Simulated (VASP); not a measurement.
# PbSe (Fm-3m) in VASP: further runs

Aim: see how the results for PbSe move with the level of theory and the settings. Levels: r2SCAN, HSE06. Tasks: single point.

Program: VASP 6.6.1. These are calculated values, not measurements. Logs are shortened: lines on timing, memory, paths and dates and some standing lists are left out, and cuts for length are marked.

## Step 1: The cell of the first run

The structure is cubic, space group Fm-3m (No. 225). The conventional cell has a = 6.363 Å, b = 6.363 Å, c = 6.363 Å, α = 90.00°, β = 90.00°, γ = 90.00°. Within 4.2 Å of Pb (site symmetry m-3m) lie 6 Se at 3.18 Å. Within 4.2 Å of Se (site symmetry m-3m) lie 6 Pb at 3.18 Å.

## Step 2: Single point, r2SCAN (strain +3.0%)

Contents of POSCAR:

```
PbSe
1.0
    0.0000000000      3.1813632861      3.1813632861
    3.1813632861      0.0000000000      3.1813632861
    3.1813632861      3.1813632861      0.0000000000
Pb Se
1 1
Direct
    0.0000000000      0.0000000000      0.0000000000
    0.5000000000      0.5000000000      0.5000000000
```

Contents of INCAR.step1:

```
PREC     = Accurate       # precision mode
ENCUT    = 520            # plane-wave cutoff, eV
ISMEAR   = 0              # smearing method
SIGMA    = 0.01           # smearing width, eV
LREAL    = F              # projectors in reciprocal space
LASPH    = T              # aspherical terms in the spheres
NELM     = 60             # most SCF steps
NBANDS   = 17             # bands
GGA      = PE             # functional
ALGO     = Normal         # electronic algorithm
EDIFF    = 1E-4           # SCF threshold, eV
LWAVE    = T              # write WAVECAR
LCHARG   = F              # write CHGCAR
```

Contents of INCAR.step2:

```
PREC     = Accurate       # precision mode
ENCUT    = 520            # plane-wave cutoff, eV
EDIFF    = 1E-6           # SCF threshold, eV
ISMEAR   = 0              # smearing method
SIGMA    = 0.01           # smearing width, eV
LREAL    = F              # projectors in reciprocal space
LASPH    = T              # aspherical terms in the spheres
NELM     = 60             # most SCF steps
ALGO     = Normal         # electronic algorithm
ISIF     = 2              # what is computed and relaxed
LWAVE    = F              # write WAVECAR
LCHARG   = T              # write CHGCAR
METAGGA  = R2SCAN         # meta-GGA
LMIXTAU  = T            
LELF     = T              # ELF
LVHAR    = T            
NBANDS   = 17             # bands
ISTART   = 1
```

Contents of KPOINTS:

```
regular mesh
0
Gamma
  8 8 8
```

Potentials or basis: VASP PAW PBE potentials, release 64 (Pb_d, Se).

Started as:

```bash
cat potpaw_PBE.64/Pb_d/POTCAR potpaw_PBE.64/Se/POTCAR > POTCAR
cp INCAR.step1 INCAR
mpirun -np 1 vasp_std > vasp.out
cp INCAR.step2 INCAR
mpirun -np 1 vasp_std > vasp.out
```

OUTCAR:

```text
PREC = Accurate
   ENCUT = 520
   EDIFF = 1E-6
   ISMEAR = 0
   LREAL = F
   LASPH = T
   NELM = 60
   ISIF = 2
   METAGGA = R2SCAN
   ISTART = 1

 ion  position               nearest neighbor table
   1  0.000  0.000  0.000-   2 3.18   2 3.18   2 3.18   2 3.18   2 3.18   2 3.18
   2  0.500  0.500  0.500-   1 3.18   1 3.18   1 3.18   1 3.18   1 3.18   1 3.18

  LATTYP: Found a face centered cubic cell.
 ALAT       =     6.3627265722

  Lattice vectors:

 A1 = (   0.0000000000,   3.1813632861,   3.1813632861)
 A2 = (   3.1813632861,   0.0000000000,   3.1813632861)
 A3 = (   3.1813632861,   3.1813632861,   0.0000000000)

Analysis of symmetry for initial positions (statically):
=====================================================================
 Subroutine PRICEL returns:
 Original cell was already a primitive cell.

 Routine SETGRP: Setting up the symmetry group for a
 face centered cubic supercell.

 Subroutine GETGRP returns: Found 48 space group operations
 (whereof 48 operations were pure point group operations)
 out of a pool of 48 trial point group operations.

The static configuration has the point symmetry O_h .

Analysis of symmetry for dynamics (positions and initial velocities):
=====================================================================
 Subroutine PRICEL returns:
 Original cell was already a primitive cell.

 Routine SETGRP: Setting up the symmetry group for a
 face centered cubic supercell.

 Subroutine GETGRP returns: Found 48 space group operations
 (whereof 48 operations were pure point group operations)
 out of a pool of 48 trial point group operations.

The dynamic configuration has the point symmetry O_h .

 Subroutine INISYM returns: Found 48 space group operations
 (whereof 48 operations are pure point group operations),
 and found     1 'primitive' translations

----------------------------------------------------------------------------------------

                                     Primitive cell

  volume of cell :      64.3976

  direct lattice vectors                    reciprocal lattice vectors
     0.000000000  3.181363286  3.181363286    -0.157165327  0.157165327  0.157165327
     3.181363286  0.000000000  3.181363286     0.157165327 -0.157165327  0.157165327
     3.181363286  3.181363286  0.000000000     0.157165327  0.157165327 -0.157165327

  length of vectors
     4.499127106  4.499127106  4.499127106     0.272218331  0.272218331  0.272218331

  position of ions in fractional coordinates (direct lattice)
     0.000000000  0.000000000  0.000000000
     0.500000000  0.500000000  0.500000000

  ion indices of the primitive-cell ions
   primitive index   ion index
                 1           1
                 2           2

----------------------------------------------------------------------------------------

 KPOINTS: regular mesh

Automatic generation of k-mesh.
 Grid dimensions read from file:
 generate k-points for:    8    8    8

 Generating k-lattice:

  Cartesian coordinates                     Fractional coordinates (reciprocal lattice)
    -0.019645666  0.019645666  0.019645666     0.125000000  0.000000000  0.000000000
     0.019645666 -0.019645666  0.019645666     0.000000000  0.125000000  0.000000000
     0.019645666  0.019645666 -0.019645666     0.000000000  0.000000000  0.125000000

  Length of vectors
     0.034027291  0.034027291  0.034027291

  Shift w.r.t. Gamma in fractional coordinates (k-lattice)
     0.000000000  0.000000000  0.000000000

 Subroutine IBZKPT returns following result:
 ===========================================

 Found     29 irreducible k-points:

 Following reciprocal coordinates:
            Coordinates               Weight
  0.000000  0.000000  0.000000      1.000000
  0.125000  0.000000  0.000000      8.000000
  0.250000  0.000000  0.000000      8.000000
  0.375000  0.000000  0.000000      8.000000
  0.500000  0.000000  0.000000      4.000000
  0.125000  0.125000  0.000000      6.000000
[... 16 lines left out ...]
  0.500000  0.250000  0.125000     48.000000
 -0.375000  0.250000  0.125000     24.000000
 [... further k-points ...]
   k-points           NKPTS =     29   k-points in BZ     NKDIM =     29   number of bands    NBANDS=     17
   number of dos      NEDOS =    301   number of ions     NIONS =      2
   total plane-waves  NPLWV =  46656
   dimension x,y,z NGX =    36 NGY =   36 NGZ =   36
   dimension x,y,z NGXF=    72 NGYF=   72 NGZF=   72
   ions per type =               1   1
   NGX,Y,Z   is equivalent  to a cutoff of  13.30, 13.30, 13.30 a.u.
   NGXF,Y,Z  is equivalent  to a cutoff of  26.60, 26.60, 26.60 a.u.
 SYSTEM =  unknown system
   PREC   = accura    normal or accurate (medium, high low for compatibility)
   ISTART =      1    job   : 0-new  1-cont  2-samecut
   ICHARG =      0    charge: 1-file 2-atom 10-const
   ISPIN  =      1    spin polarized calculation?
   LNONCOLLINEAR =      F non collinear calculations
   LSORBIT =      F    spin-orbit coupling
   LASPH  =      T    aspherical Exc in radial PAW
   ENCUT  =  520.0 eV  38.22 Ry    6.18 a.u.   8.37  8.37  8.37*2*pi/ulx,y,z
   NELM   =     60;   NELMIN=  2; NELMDL=  0     # of ELM steps
   EDIFF  = 0.1E-05   stopping-criterion for ELM
   LREAL  =      F    real-space projection
   EDIFFG = 0.1E-04   stopping-criterion for IOM
   NSW    =      0    number of steps for IOM
   IBRION =     -1    ionic relax: 0-MD 1-quasi-New 2-CG
   NFREE  =      0    steps in history (QN), initial steepest desc. (CG)
   ISIF   =      2    stress and relaxation
   ISYM   =      2    0-nonsym 1-usesym 2-fastsym
   POTIM  = 0.5000    time-step for ionic-motion
   TEBEG  =    0.0;   TEEND  =   0.0 temperature during run
   PSTRESS=    0.0 pullay stress
   NELECT =      20.0000    total number of electrons
   NUPDOWN=      -1.0000    fix difference up-down
   EMIN   =  10.00;   EMAX   =-10.00  energy-range for DOS
   EFERMI =   0.00;   METHOD = LEGACY
   ISMEAR =     0;   SIGMA  =   0.01  broadening in eV -4-tet -1-fermi 0-gaus
   EFERMI_NEDOS =   21; number of points for ismear=-14 and -15
   IALGO  =     38    algorithm
   IMIX   =      4    mixing-type and parameters
     AMIX     =   0.40;   BMIX     =  1.00
     AMIX_MAG =   1.60;   BMIX_MAG =  1.00
  volume/ion in A,a.u.               =      32.20       217.29
  Fermi-wavevector in a.u.,A,eV,Ry     =   1.108651  2.095047 16.723020  1.229107
  Thomas-Fermi vector in A             =   2.245181
   LORBIT       =      0    0 simple, 1 ext, 2 COOP (PROOUT), +10 PAW based schemes
   METAGGA = R2SCAN    functional components
   LHFCALC =     F    Hartree Fock is set to
   AEXX    =    0.0000 exact exchange contribution
   IVDW    =     0    specifies the selected vdW correction
   LEPSILON=     F    determine dielectric tensor
   LRPA    =     F    only Hartree local field effects (RPA)
 non-spin polarized calculation
 Gauss-broadening in eV      SIGMA  =   0.01
  energy-cutoff  :      520.00
  volume of cell :       64.40
 maximum number of plane-waves:      1759
 NGX is ok and might be reduce to    36
   NGX = 17   NGY = 17   NGZ = 17

 number of electron      19.9999998 magnetization

 Free energy of the ion-electron system (eV)
  ---------------------------------------------------
  ext. energy  EPLUGINS =         0.00000000
  ---------------------------------------------------
  free energy    TOTEN  =       -71.87170526 eV

  energy without entropy =      -71.87170526  energy(sigma->0) =      -71.87170526

 E-fermi :   3.5555     XC(G=0):  -9.5051

 val. band max:        3.4671616650   @ k =   0.5000   0.0000   0.0000
 cond. band min:       4.3820232744   @ k =   0.5000   0.0000   0.0000
 fundamental gap:      0.9148616094
 Fermi energy:         3.5555283375

 k-point     1 :       0.0000    0.0000    0.0000
  band No.  band energies     occupation
      1     -13.7763      2.00000
      2     -13.7763      2.00000
      3     -13.7763      2.00000
      4     -13.7672      2.00000
      5     -13.7672      2.00000
      6      -9.6539      2.00000
[... 9 lines left out ...]
     16      10.7386      0.00000
     17      11.7947      0.00000

 k-point     2 :       0.1250    0.0000    0.0000
  band No.  band energies     occupation
      1     -13.7758      2.00000
      2     -13.7748      2.00000
      3     -13.7748      2.00000
      4     -13.7678      2.00000
      5     -13.7678      2.00000
      6      -9.5554      2.00000
[... 9 lines left out ...]
     16      11.0533      0.00000
     17      12.8486      0.00000

 k-point     3 :       0.2500    0.0000    0.0000
  band No.  band energies     occupation
      1     -13.7772      2.00000
      2     -13.7772      2.00000
      3     -13.7746      2.00000
      4     -13.7636      2.00000
      5     -13.7636      2.00000
      6      -9.2902      2.00000
[... 9 lines left out ...]
     16      11.8857      0.00000
     17      14.6669      0.00000

 k-point     4 :       0.3750    0.0000    0.0000
  band No.  band energies     occupation
      1     -13.7820      2.00000
      2     -13.7820      2.00000
      3     -13.7736      2.00000
      4     -13.7568      2.00000
      5     -13.7568      2.00000
      6      -8.9688      2.00000
[... 9 lines left out ...]
     16      13.1457      0.00000
     17      15.0377      0.00000
[... 343 lines left out ...]
      1     -13.7904      2.00000
      2     -13.7773      2.00000
      3     -13.7709      2.00000
      4     -13.7631      2.00000
      5     -13.7581      2.00000
      6      -9.0763      2.00000
[... 9 lines left out ...]
     16      13.3455      0.00000
     17      14.0081      0.00000

 k-point    23 :       0.5000    0.2500    0.1250
  band No.  band energies     occupation
      1     -13.7977      2.00000
      2     -13.7748      2.00000
      3     -13.7721      2.00000
      4     -13.7603      2.00000
      5     -13.7554      2.00000
      6      -8.8045      2.00000
[... 9 lines left out ...]
     16      13.8975      0.00000
     17      14.9110      0.00000

 k-point    24 :      -0.3750    0.2500    0.1250
  band No.  band energies     occupation
      1     -13.8004      2.00000
      2     -13.7762      2.00000
      3     -13.7680      2.00000
      4     -13.7627      2.00000
      5     -13.7534      2.00000
      6      -8.6769      2.00000
[... 9 lines left out ...]
     16      14.8692      0.00000
     17      14.9249      0.00000

 [... further k-points ...]
[... 5 lines left out ...]
  --------------------------------------------------------------------------------------
  -------------------------------------------------------------------------------------
  Total       -1.5127042     -1.5127042     -1.5127042     -0.0000000     -0.0000000      0.0000000
  in kB      -37.6352492    -37.6352492    -37.6352492     -0.0000000     -0.0000000      0.0000000
  external PRESSURE =     -37.6352492 kB  Pullay stress =       0.0000000 kB

 VOLUME and BASIS-vectors are now :
 -----------------------------------------------------------------------------
  energy-cutoff  :      520.00
  volume of cell :       64.40
      direct lattice vectors                 reciprocal lattice vectors
     0.000000000  3.181363286  3.181363286    -0.157165327  0.157165327  0.157165327
     3.181363286  0.000000000  3.181363286     0.157165327 -0.157165327  0.157165327
     3.181363286  3.181363286  0.000000000     0.157165327  0.157165327 -0.157165327

 POSITION                                       TOTAL-FORCE (eV/Angst)
 -----------------------------------------------------------------------------------
      0.00000      0.00000      0.00000        -0.000000      0.000000      0.000000
      3.18136      3.18136      3.18136         0.000000     -0.000000     -0.000000
 -----------------------------------------------------------------------------------
    total drift:                               -0.000000      0.000000      0.000000

  FREE ENERGIE OF THE ION-ELECTRON SYSTEM (eV)
  ---------------------------------------------------
  free  energy   TOTEN  =       -71.8717052574 eV

  energy  without entropy=      -71.8717052574  energy(sigma->0) =      -71.87170526
```

Wall time 81 s (1 thread of AMD EPYC 9R45 (Zen 5), shared host); peak memory 0.2 GiB.

Results:

```yaml
Free_energy: -71.8717 eV
Pressure: -3.8 GPa
Band_gap_on_the_k_mesh: 0.91 eV
```

Caveat: the cell differs from its parent crystal (strain +3.0%); the cell stands under tension; the PAW data sets were made with another functional, which shifts forces and pressure a little; spin-orbit coupling is left out, which moves the levels of the heavy elements. A k mesh can miss the band edges.

## Step 3: Single point, HSE06 (strain +4.0%)

Contents of POSCAR:

```
PbSe
1.0
    0.0000000000      3.2122503083      3.2122503083
    3.2122503083      0.0000000000      3.2122503083
    3.2122503083      3.2122503083      0.0000000000
Pb Se
1 1
Direct
    0.0000000000      0.0000000000      0.0000000000
    0.5000000000      0.5000000000      0.5000000000
```

Contents of INCAR.step1:

```
SYSTEM = PbSe
PREC     = Accurate       ! precision mode
ENCUT    = 400            ! plane-wave cutoff, eV
EDIFF    = 1E-5           ! SCF threshold, eV
ISMEAR   = 0              ! smearing method
SIGMA    = 0.01           ! smearing width, eV
LREAL    = .FALSE.        ! projectors in reciprocal space
LASPH    = .TRUE.         ! aspherical terms in the spheres
NELM     = 120            ! most SCF steps
ALGO     = Normal         ! electronic algorithm
ISIF     = 2              ! what is computed and relaxed
LWAVE    = .TRUE.         ! write WAVECAR
GGA      = PE             ! functional
NBANDS   = 17             ! bands
GGA_COMPAT= .FALSE.
```

Contents of INCAR.step2:

```
SYSTEM = PbSe
PREC     = Accurate       ! precision mode
ENCUT    = 400            ! plane-wave cutoff, eV
EDIFF    = 1E-6           ! SCF threshold, eV
ISMEAR   = 0              ! smearing method
SIGMA    = 0.01           ! smearing width, eV
LREAL    = .FALSE.        ! projectors in reciprocal space
LASPH    = .TRUE.         ! aspherical terms in the spheres
NELM     = 120            ! most SCF steps
ALGO     = Normal         ! electronic algorithm
ISIF     = 2              ! what is computed and relaxed
LWAVE    = .FALSE.        ! write WAVECAR
LCHARG   = .TRUE.         ! write CHGCAR
GGA      = PE             ! functional
LHFCALC  = .TRUE.         ! exact exchange
HFSCREEN = 0.2079         ! screening, 1/A
PRECFOCK = Normal       
LELF     = .TRUE.         ! ELF
LVHAR    = .TRUE.       
ISTART   = 1            
NBANDS   = 17             ! bands
GGA_COMPAT= .FALSE.
```

Contents of KPOINTS:

```
Automatic mesh
0
G
  6 6 6
  0 0 0
```

Potentials or basis: VASP PAW PBE potentials, release 64 (Pb_d, Se).

Started as:

```bash
cat potpaw_PBE.64/Pb_d/POTCAR potpaw_PBE.64/Se/POTCAR > POTCAR
cp INCAR.step1 INCAR
mpirun -np 1 vasp_std > vasp.out
cp INCAR.step2 INCAR
mpirun -np 1 vasp_std > vasp.out
```

It took 1.7 h on 1 thread of Intel Xeon 8259CL, shared host; peak memory 0.31 GiB.

The run converged. Its results:

| Quantity | Value |
| --- | --- |
| Free energy | -9.6127 eV |
| Pressure | -4.8 GPa |
| Band gap on the k mesh | 1.16 eV |

Levels at points of the mesh, in eV from the valence-band top:
```csv
k point,band 7,band 8,band 9,band 10,band 11,band 12,band 13,band 14
"(0.00, 0.00, 0.00)",-6.78,-1.42,-1.42,-1.42,5.24,5.24,5.24,7.55
"(0.50, 0.00, 0.00)",-8.72,-1.09,-1.09,0.00,1.16,2.56,2.56,9.22
"(0.50, 0.50, 0.00)",-7.59,-4.26,-2.65,-2.65,4.86,5.99,5.99,6.39
```

Caveat: the cell differs from its parent crystal (strain +4.0%); the cell stands under tension; the PAW data sets were made with another functional, which shifts forces and pressure a little; spin-orbit coupling is left out, which moves the levels of the heavy elements. A k mesh can miss the band edges.
